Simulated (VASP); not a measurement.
# Zn12C (a cell with a defect) in VASP: notebook

Runs on Zn12C (a cell with a defect). Level: PBE. Tasks: single point.

Program: VASP 6.6.1. These are calculated values, not measurements. Logs are shortened: lines on timing, memory, paths and dates and some standing lists are left out, and cuts for length are marked.

## (1) The cell of the first run

The cell holds a defect, 13 atoms: a = 5.320 Å, b = 7.980 Å, c = 4.937 Å, α = 90.00°, β = 90.00°, γ = 120.00°.

## (2) Single point, PBE

Input file INCAR:

```
SYSTEM = Zn12C
ALGO = Normal
EDIFF = 1E-6
ENCUT = 520
GGA = PE
ISIF = 2
ISMEAR = -1
LASPH = .True.
LCHARG = .False.
LREAL = .False.
LUSENCCL = .False.
LWAVE = .False.
NBANDS = 86
NELM = 100
PREC = Accurate
SIGMA = 0.1
```

Input file KPOINTS:

```
k-points
0
Gamma
  2 2 2
  0 0 0
```

Input file POSCAR:

```
Zn12C
1.0
    5.3200000000      0.0000000000      0.0000000000
   -3.9900000000      6.9108830000      0.0000000000
    0.0000000000      0.0000000000      4.9369600000
Zn C
12 1
Direct
    0.0343805822      0.0367680946      0.0560668914
    0.1575137866      0.2293918158      0.5760832577
    0.0103571190      0.3399999682      0.0661135598
    0.1694025850      0.5454440482      0.4962162950
    0.0280136861      0.6560232607     -0.0263927599
    0.1221100171      0.9270740078      0.5716878403
    0.5295982472     -0.0204604824     -0.0692126329
    0.6652364575      0.2346009909      0.5228318641
    0.5483203222      0.3317955173     -0.0299982175
    0.6013859888      0.5121487370      0.4456791224
    0.5237136263      0.6510166646     -0.0404499935
    0.6020405149      0.8995377291      0.4249376134
    0.8514266996      0.7509749478      0.2853577910
```

Potentials or basis: VASP PAW PBE potentials, release 64 (Zn, C).

The run is started by

```
> cat potpaw_PBE.64/Zn/POTCAR potpaw_PBE.64/C/POTCAR > POTCAR
> mpirun -np 1 vasp_std > vasp.out
```

OUTCAR:

```text
SYSTEM = Zn12C
   EDIFF = 1E-6
   ENCUT = 520
   GGA = PE
   ISIF = 2
   ISMEAR = -1
   LASPH = .True.
   LREAL = .False.
   NELM = 100
   PREC = Accurate

 ion  position               nearest neighbor table
   1  0.034  0.037  0.056-  13 2.28   3 2.49   7 2.56   9 2.60   6 2.67  12 2.70   2 2.72   6 2.81
                             2 2.89  11 2.95   7 2.96
   2  0.158  0.229  0.576-   6 2.32  10 2.40   4 2.52   8 2.65   9 2.66   8 2.69   1 2.72   3 2.82
                             1 2.89   3 2.90  12 2.91
   3  0.010  0.340  0.066-   9 2.47   1 2.49   5 2.52   4 2.55  11 2.67   8 2.76   7 2.81   2 2.82
                             2 2.90   9 2.93
   4  0.169  0.545  0.496-  10 2.45   2 2.52   3 2.55   8 2.59  12 2.63   5 2.75  11 2.81  10 2.91
                             5 2.94
   5  0.028  0.656  0.974-  13 2.13   3 2.52   9 2.57   7 2.63  11 2.66  11 2.66   4 2.75   6 2.79
                             4 2.94
   6  0.122  0.927  0.572-  13 2.01   2 2.32   7 2.67   1 2.67   8 2.71  12 2.76  12 2.77   5 2.79
                             1 2.81
   7  0.530  0.980  0.931-   1 2.56  12 2.60  11 2.61   5 2.63  12 2.65   6 2.67   8 2.69   9 2.77
                             3 2.81   1 2.96
   8  0.665  0.235  0.523-  10 2.43   9 2.52  12 2.57   4 2.59   2 2.65   7 2.69   2 2.69   6 2.71
                             3 2.76   9 2.99
   9  0.548  0.332  0.970-   3 2.47   8 2.52   5 2.57   1 2.60  11 2.62   2 2.66  10 2.69   7 2.77
                            10 2.91   3 2.93   8 2.99
  10  0.601  0.512  0.446-  13 1.87   2 2.40   8 2.43   4 2.45   9 2.69  11 2.76  11 2.88   9 2.91
                             4 2.91
  11  0.524  0.651  0.960-  13 2.21   7 2.61   9 2.62   5 2.66   5 2.66   3 2.67  10 2.76   4 2.81
                            10 2.88  12 2.93   1 2.95
  12  0.602  0.900  0.425-  13 2.28   8 2.57   7 2.60   4 2.63   7 2.65   1 2.70   6 2.76   6 2.77
                             2 2.91  11 2.93
  13  0.851  0.751  0.285-  10 1.87   6 2.01   5 2.13  11 2.21   1 2.28  12 2.28

  LATTYP: Found a simple monoclinic cell.
 ALAT       =     5.3200000000
 B/A-ratio  =     0.9280000000
 C/A-ratio  =     1.3228757068
 COS(beta)  =    -0.1889822292

  Lattice vectors:

 A1 = (   5.3200000000,   0.0000000000,   0.0000000000)
 A2 = (   0.0000000000,   0.0000000000,   4.9369600000)
 A3 = (  -1.3300000000,  -6.9108830000,   0.0000000000)

Analysis of symmetry for initial positions (statically):
=====================================================================
 Subroutine PRICEL returns:
 Original cell was already a primitive cell.

 Routine SETGRP: Setting up the symmetry group for a
 simple monoclinic supercell.

 Subroutine GETGRP returns: Found  1 space group operations
 (whereof  1 operations were pure point group operations)
 out of a pool of  4 trial point group operations.

The static configuration has the point symmetry C_1 .

Analysis of symmetry for dynamics (positions and initial velocities):
=====================================================================
 Subroutine PRICEL returns:
 Original cell was already a primitive cell.

 Routine SETGRP: Setting up the symmetry group for a
 simple monoclinic supercell.

 Subroutine GETGRP returns: Found  1 space group operations
 (whereof  1 operations were pure point group operations)
 out of a pool of  4 trial point group operations.

The dynamic configuration has the point symmetry C_1 .

 Subroutine INISYM returns: Found  1 space group operations
 (whereof  1 operations are pure point group operations),
 and found     1 'primitive' translations

----------------------------------------------------------------------------------------

                                     Primitive cell

  volume of cell :     181.5118

  direct lattice vectors                    reciprocal lattice vectors
     5.320000000  0.000000000  0.000000000     0.187969925  0.108524482 -0.000000000
    -3.990000000  6.910883000  0.000000000     0.000000000  0.144699310  0.000000000
     0.000000000  0.000000000  4.936960000     0.000000000 -0.000000000  0.202553798

  length of vectors
     5.320000000  7.980000241  4.936960000     0.217048971  0.144699310  0.202553798

  position of ions in fractional coordinates (direct lattice)
[... 36 lines left out ...]
 generate k-points for:    2    2    2

 Generating k-lattice:

  Cartesian coordinates                     Fractional coordinates (reciprocal lattice)
     0.093984962  0.054262241 -0.000000000     0.500000000  0.000000000  0.000000000
     0.000000000  0.072349655  0.000000000     0.000000000  0.500000000  0.000000000
     0.000000000 -0.000000000  0.101276899     0.000000000  0.000000000  0.500000000

  Length of vectors
     0.108524486  0.072349655  0.101276899

  Shift w.r.t. Gamma in fractional coordinates (k-lattice)
     0.000000000  0.000000000  0.000000000

 Subroutine IBZKPT returns following result:
 ===========================================

[... 26 lines left out ...]
   LSORBIT =      F    spin-orbit coupling
   LASPH  =      T    aspherical Exc in radial PAW
   ENCUT  =  520.0 eV  38.22 Ry    6.18 a.u.   9.89 14.84  9.18*2*pi/ulx,y,z
   NELM   =    100;   NELMIN=  2; NELMDL= -5     # of ELM steps
   EDIFF  = 0.1E-05   stopping-criterion for ELM
   LREAL  =      F    real-space projection
   EDIFFG = 0.1E-04   stopping-criterion for IOM
   NSW    =      0    number of steps for IOM
   IBRION =     -1    ionic relax: 0-MD 1-quasi-New 2-CG
   NFREE  =      0    steps in history (QN), initial steepest desc. (CG)
   ISIF   =      2    stress and relaxation
   ISYM   =      2    0-nonsym 1-usesym 2-fastsym
   POTIM  = 0.5000    time-step for ionic-motion
   TEBEG  =    0.0;   TEEND  =   0.0 temperature during run
   PSTRESS=    0.0 pullay stress
   NELECT =     148.0000    total number of electrons
   NUPDOWN=      -1.0000    fix difference up-down
   EMIN   =  10.00;   EMAX   =-10.00  energy-range for DOS
   EFERMI =   0.00;   METHOD = LEGACY
   ISMEAR =    -1;   SIGMA  =   0.10  broadening in eV -4-tet -1-fermi 0-gaus
   EFERMI_NEDOS =   21; number of points for ismear=-14 and -15
   IALGO  =     38    algorithm
   IMIX   =      4    mixing-type and parameters
     AMIX     =   0.40;   BMIX     =  1.00
     AMIX_MAG =   1.60;   BMIX_MAG =  1.00
  volume/ion in A,a.u.               =      13.96        94.22
  Fermi-wavevector in a.u.,A,eV,Ry     =   1.529421  2.890187 31.825790  2.339130
  Thomas-Fermi vector in A             =   2.637045
   LORBIT       =      0    0 simple, 1 ext, 2 COOP (PROOUT), +10 PAW based schemes
   GGA     = PE    functional components
   LHFCALC =     F    Hartree Fock is set to
   AEXX    =    0.0000 exact exchange contribution
   IVDW    =     0    specifies the selected vdW correction
   LEPSILON=     F    determine dielectric tensor
   LRPA    =     F    only Hartree local field effects (RPA)
 non-spin polarized calculation
  energy-cutoff  :      520.00
  volume of cell :      181.51
 maximum number of plane-waves:      4912
 NGX is ok and might be reduce to    40
   NGX = 19   NGY = 29   NGZ = 19

 number of electron     147.9999998 magnetization

 Free energy of the ion-electron system (eV)
  ---------------------------------------------------
  ext. energy  EPLUGINS =         0.00000000
  ---------------------------------------------------
  free energy    TOTEN  =       -18.52032015 eV

  energy without entropy =      -18.39902605  energy(sigma->0) =      -18.45967310

 E-fermi :   3.4135     XC(G=0): -11.7707

 val. band max:        3.2839066182   @ k =   0.5000   0.5000   0.0000
 cond. band min:       3.4245350913   @ k =   0.0000   0.5000   0.0000
 fundamental gap:      0.1406284731
 Fermi energy:         3.4135087959

 k-point     1 :       0.0000    0.0000    0.0000
  band No.  band energies     occupation
      1      -9.2417      2.00000
      2      -6.3186      2.00000
      3      -5.3550      2.00000
      4      -5.2971      2.00000
      5      -5.2010      2.00000
      6      -5.0279      2.00000
[... 701 lines left out ...]
     85       8.8194      0.00000
     86       9.1179      0.00000

------------------------ aborting loop because EDIFF is reached ----------------------------------------

  FORCE on cell =-STRESS in cart. coord.  units (eV):
  Direction    XX          YY          ZZ          XY          YZ          ZX
  --------------------------------------------------------------------------------------
  -------------------------------------------------------------------------------------
  Total        7.7925225     13.5994900     11.2609583      0.7160205     -0.5784169      0.7967272
  in kB       68.7834358    120.0406730     99.3988026      6.3202065     -5.1055999      7.0325927
  external PRESSURE =      96.0743038 kB  Pullay stress =       0.0000000 kB

 VOLUME and BASIS-vectors are now :
 -----------------------------------------------------------------------------
  energy-cutoff  :      520.00
  volume of cell :      181.51
      direct lattice vectors                 reciprocal lattice vectors
     5.320000000  0.000000000  0.000000000     0.187969925  0.108524482 -0.000000000
    -3.990000000  6.910883000  0.000000000     0.000000000  0.144699310  0.000000000
     0.000000000  0.000000000  4.936960000     0.000000000 -0.000000000  0.202553798

 POSITION                                       TOTAL-FORCE (eV/Angst)
 -----------------------------------------------------------------------------------
      0.03620      0.25410      0.27680         0.580310     -0.353131      0.127061
     -0.07730      1.58530      2.84410        -0.720760      0.155809      0.178804
     -1.30150      2.34970      0.32640         0.486084     -0.387789     -0.170913
     -1.27510      3.76950      2.44980        -0.848348      0.177747      0.520818
     -2.46850      4.53370      4.80666         0.095357      0.399153      0.065089
     -3.04940      6.40690      2.82240         1.000779     -0.846795      0.151590
     -1.09090      6.76948      4.59526        -0.521129      0.807512     -0.250365
      2.60300      1.62130      2.58120         0.267150     -0.620837     -0.323480
      1.59320      2.29300      4.78886        -0.613674     -0.390709      0.170409
      1.15590      3.53940      2.20030         0.373393     -0.963195      0.947184
      0.18860      4.49910      4.73726        -0.251011     -0.112966     -0.132611
     -0.38630      6.21660      2.09790         0.333194      0.132613     -0.006824
      1.53320      5.18990      1.40880        -0.181346      2.002588     -1.276761
 -----------------------------------------------------------------------------------
    total drift:                                0.000537     -0.000226      0.002403

  FREE ENERGIE OF THE ION-ELECTRON SYSTEM (eV)
  ---------------------------------------------------
  free  energy   TOTEN  =       -18.5203201514 eV

  energy  without entropy=      -18.3990260462  energy(sigma->0) =      -18.45967310
```

Wall time 31 s (1 × NVIDIA H100 80GB with 1 thread of AMD EPYC 7R13 (Zen 3), shared host); peak memory 1.3 GiB.

What came out:

| Item | Value |
| --- | --- |
| Free energy | -18.5203 eV |
| Pressure | 9.6 GPa |
| Largest force | 2.382 eV/Å |
| Band gap on the k mesh | zero (bands 74 and 75 overlap by 1.47 eV) |

Forces in eV/Å, atoms in the order of the input:
```
Zn   0.580 -0.353  0.127
Zn  -0.721  0.156  0.179
Zn   0.486 -0.388 -0.171
Zn  -0.848  0.178  0.521
Zn   0.095  0.399  0.065
Zn   1.001 -0.847  0.152
Zn  -0.521  0.808 -0.250
Zn   0.267 -0.621 -0.323
Zn  -0.614 -0.391  0.170
Zn   0.373 -0.963  0.947
Zn  -0.251 -0.113 -0.133
Zn   0.333  0.133 -0.007
C   -0.181  2.003 -1.277
```

Stress tensor (GPa, compression positive):
```
 6.88  0.63  0.70
 0.63 12.00 -0.51
 0.70 -0.51  9.94
```

Caveat: the k points lie up to 0.64 Å⁻¹ apart, too coarse for converged energies and pressures of a metal; the atoms stand as in a frame of molecular dynamics.

## (3) Single point, PBE

Input file INCAR:

```
  PREC = Accurate
  ENCUT = 520
  EDIFF = 1E-6
  ISMEAR = -1
  SIGMA = 0.1
  LREAL = False
  LASPH = True
  NELM = 100
  ALGO = Normal
  ISIF = 2
  LWAVE = False
  LCHARG = False
  GGA = PE
  NBANDS = 86
  LUSENCCL = False
```

Input file KPOINTS:

```
regular mesh
0
Gamma
  2 2 2
```

Input file POSCAR:

```
Zn12C
1.0
    5.3200000000      0.0000000000      0.0000000000
   -3.9900000000      6.9108830000      0.0000000000
    0.0000000000      0.0000000000      4.9369600000
Zn C
12 1
Direct
    0.0293362666      0.0285636437      0.0487749546
    0.1419757160      0.2407796515      0.5841043881
    0.0373805844      0.3346026839      0.0327732046
    0.1449138319      0.5417397458      0.5200568771
    0.0589833826      0.6707247106     -0.0586393246
    0.0904898263      0.9035603699      0.6225085883
    0.5326247193     -0.0019389708     -0.0722711952
    0.6527173810      0.2275830744      0.5039741055
    0.5549175783      0.3244013826     -0.0487546992
    0.6161840646      0.5169672240      0.4664206313
    0.5396739841      0.6501918785     -0.0063601893
    0.5840095241      0.8989299920      0.4101309308
    0.8997163889      0.7904489195      0.2354485351
```

Potentials or basis: VASP PAW PBE potentials, release 64 (Zn, C).

The run is started by

```
> cat potpaw_PBE.64/Zn/POTCAR potpaw_PBE.64/C/POTCAR > POTCAR
> mpirun -np 1 vasp_std > vasp.out
```

Run time: 35 s. Hardware: 1 × NVIDIA H100 80GB with 1 thread of AMD EPYC 7R13 (Zen 3), shared host; peak memory 1.3 GiB.

Results (log left out):

```yaml
Free_energy: -18.2734 eV
Pressure: 10.2 GPa
Largest_force: 2.039 eV/Å
Band_gap_on_the_k_mesh: zero (bands 74 and 75 overlap by 1.29 eV)
```

Forces in eV/Å, atoms in the order of the input:
```
Zn   0.111  1.574  0.223
Zn   0.308 -1.035 -0.581
Zn  -0.290  0.545  0.743
Zn  -0.088  0.288 -0.474
Zn   0.180 -0.884  1.412
Zn   0.149  0.198 -2.024
Zn   0.016  0.571 -0.164
Zn   0.021 -0.465 -0.845
Zn  -0.437  0.333  0.820
Zn   0.207  0.964 -0.263
Zn  -0.550 -0.440 -0.354
Zn   0.321 -0.132  0.193
C    0.053 -1.516  1.314
```

Stress tensor (GPa, compression positive):
```
 6.83 -1.10  0.67
-1.10 11.20 -0.96
 0.67 -0.96 12.43
```

Levels at points of the mesh, in eV from the Fermi level:
| k point | band 70 | band 71 | band 72 | band 73 | band 74 | band 75 | band 76 | band 77 | band 78 | band 79 |
| --- | --- | --- | --- | --- | --- | --- | --- | --- | --- | --- |
| (0.00, 0.00, 0.00) | -2.18 | -1.82 | -1.25 | -0.59 | -0.25 | 0.27 | 0.90 | 1.06 | 1.70 | 2.13 |
| (0.50, 0.00, 0.00) | -1.82 | -1.64 | -1.23 | -1.02 | -0.91 | -0.14 | 0.15 | 0.62 | 2.11 | 2.29 |
| (0.00, 0.50, 0.00) | -2.54 | -2.46 | -2.21 | -0.80 | 0.01 | 0.18 | 0.68 | 1.41 | 1.82 | 1.91 |
| (0.50, 0.50, 0.00) | -2.10 | -1.55 | -0.89 | -0.33 | -0.06 | 0.07 | 0.80 | 1.33 | 1.59 | 1.82 |
| (0.00, 0.00, 0.50) | -2.85 | -2.26 | -1.76 | -1.37 | -0.58 | -0.32 | 0.76 | 1.44 | 2.43 | 2.68 |
| (0.50, 0.00, 0.50) | -1.83 | -1.53 | -1.10 | -0.63 | 0.40 | 1.03 | 1.35 | 1.75 | 2.14 | 3.55 |
| (0.00, 0.50, 0.50) | -2.41 | -2.12 | -1.76 | -1.42 | -0.77 | -0.56 | 0.14 | 0.59 | 1.40 | 1.87 |
| (0.50, 0.50, 0.50) | -3.39 | -3.29 | -3.03 | 0.09 | 0.73 | 1.47 | 2.25 | 3.69 | 4.06 | 4.31 |

Caveat: the k points lie up to 0.64 Å⁻¹ apart, too coarse for converged energies and pressures of a metal; the atoms stand as in a frame of molecular dynamics.

## (4) Single point, PBE

Input file INCAR:

```
PREC = Accurate
ENCUT = 520
EDIFF = 1E-6
ISMEAR = -1
SIGMA = 0.1
LREAL = False
LASPH = True
NELM = 100
ALGO = Normal
ISIF = 2
LWAVE = False
LCHARG = False
GGA = PE
NBANDS = 86
LUSENCCL = False
```

Input file KPOINTS:

```
Automatic mesh
0
Gamma
  2 2 2
```

Input file POSCAR:

```
Zn12C
1.0
    5.3200000000      0.0000000000      0.0000000000
   -3.9900000000      6.9108830000      0.0000000000
    0.0000000000      0.0000000000      4.9369600000
Zn C
12 1
Direct
    0.0479625016      0.0374337114      0.0608674164
    0.1179049893      0.2282342213      0.5715257973
    0.0631643130      0.3411865025      0.0258863754
    0.1218922471      0.5437510663      0.5283008167
    0.0805424891      0.6688436195     -0.0385662432
    0.0745789553      0.8867318402      0.6123606430
    0.5451304153      0.0291713808     -0.0819127560
    0.6310945059      0.2096548299      0.4570829012
    0.5514349452      0.3254721575     -0.0415842948
    0.6446226651      0.5342587915      0.4868785649
    0.5318298486      0.6410613521      0.0137736583
    0.5772095201      0.8953269792      0.4004083485
    0.8769250098      0.7630428702      0.2772556391
```

The run is started by

```
> cat potpaw_PBE.64/Zn/POTCAR potpaw_PBE.64/C/POTCAR > POTCAR
> mpirun -np 1 vasp_std > vasp.out
```

Wall time 37 s (1 × NVIDIA H100 80GB with 1 thread of AMD EPYC 7R13 (Zen 3), shared host); peak memory 1.3 GiB.

Results (log left out):

```
Free energy            : -18.5588 eV
Pressure               : 9.8 GPa
Largest force          : 2.087 eV/Å
Band gap on the k mesh : zero (bands 74 and 75 overlap by 1.40 eV)
```

Forces on the atoms (eV/Å):
```
Zn   0.370 -0.635  0.536
Zn   0.588 -0.353 -0.529
Zn  -0.755  0.175  0.654
Zn   0.694 -0.263 -0.549
Zn  -0.394  0.123  1.402
Zn   0.550  1.103 -0.059
Zn   0.487 -0.531 -0.128
Zn  -0.612  0.420 -0.300
Zn  -0.287  0.815 -0.032
Zn  -0.818 -1.642  0.995
Zn   0.022  0.295 -0.391
Zn   0.473 -0.352  0.036
C   -0.319  0.845 -1.634
```

Stress tensor (GPa, compression positive):
```
 6.31 -0.88  1.34
-0.88 12.01  0.84
 1.34  0.84 11.05
```

Levels at points of the mesh, in eV from the Fermi level:
| k point | band 71 | band 72 | band 73 | band 74 | band 75 | band 76 | band 77 | band 78 |
| --- | --- | --- | --- | --- | --- | --- | --- | --- |
| (0.00, 0.00, 0.00) | -1.76 | -1.23 | -0.74 | -0.20 | 0.43 | 0.85 | 1.13 | 1.71 |
| (0.50, 0.00, 0.00) | -1.63 | -1.24 | -1.07 | -0.96 | -0.14 | 0.11 | 0.65 | 2.06 |
| (0.00, 0.50, 0.00) | -2.53 | -2.42 | -0.90 | 0.03 | 0.27 | 1.03 | 1.42 | 1.76 |
| (0.50, 0.50, 0.00) | -1.63 | -0.94 | -0.24 | -0.04 | 0.21 | 0.83 | 1.38 | 1.55 |
| (0.00, 0.00, 0.50) | -2.16 | -1.67 | -1.49 | -0.69 | -0.22 | 0.82 | 1.36 | 2.34 |
| (0.50, 0.00, 0.50) | -1.73 | -0.99 | -0.57 | 0.45 | 0.93 | 1.50 | 1.93 | 2.24 |
| (0.00, 0.50, 0.50) | -2.06 | -1.76 | -1.18 | -0.79 | -0.62 | 0.01 | 0.67 | 1.36 |
| (0.50, 0.50, 0.50) | -3.17 | -2.97 | -0.03 | 0.78 | 1.49 | 2.38 | 3.77 | 4.22 |

Caveat: the k points lie up to 0.64 Å⁻¹ apart, too coarse for converged energies and pressures of a metal; the atoms stand as in a frame of molecular dynamics.

## (5) Summary

| cell | gap on the mesh (eV) | pressure (GPa) | largest force (eV/Å) |
| --- | --- | --- | --- |
| as given, atomic positions A | none | 9.6 | 2.38 |
| as given, atomic positions B | none | 10.2 | 2.04 |
| as given, atomic positions C | none | 9.8 | 2.09 |

Alike in all rows: task single point; level PBE; potentials or basis VASP PAW PBE potentials, release 64 (Zn, C); no spin polarisation; k mesh 2 × 2 × 2; cutoff (eV) 520; smearing fermi-dirac 0.1 eV.

Caveats: all runs use coarse meshes; the atoms stand as in a frame of molecular dynamics.

Total energies depend on the potentials used, so only differences within one code and one set of settings carry meaning.

The gap in the log of VASP goes by the Fermi energy; the results here count the filled bands.